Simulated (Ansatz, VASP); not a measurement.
## Two plane-wave programs on ZrS2

```xyz
3
Lattice="3.6852 0.0000 0.0000 -1.8426 3.1915 0.0000 0.0000 0.0000 6.5552" Properties=species:S:1:pos:R:3 pbc="T T T"
Zr    0.0000    0.0000    0.0000
S     1.8426    1.0638    5.1221
S     0.0000    2.1277    1.4331
```

Change from the starting cell: strain along c alone, the other axes held, atoms relaxed: -3.0 %.

Alike in both runs: task relaxation of the atoms; functional PBE; k mesh 12 × 12 × 4; occupations gaussian, width 0.02 eV; no spin polarisation.

|  | VASP | Ansatz |
| --- | --- | --- |
| version | VASP 6.6.1 | Ansatz 0.2.0 |
| potentials or method | VASP PAW PBE potentials, release 64 (Zr_sv, S), cutoff 450 eV | scalar-relativistic, plane waves, PAW |
| valence electrons in the cell | 24 | 24 |

```csv
,VASP,Ansatz,Ansatz less VASP
"gap on the k mesh at the Fermi level, each at its own relaxed structure (eV)",1.12,1.12,+0.007
```

Ansatz's warnings: stress scf threshold loose.
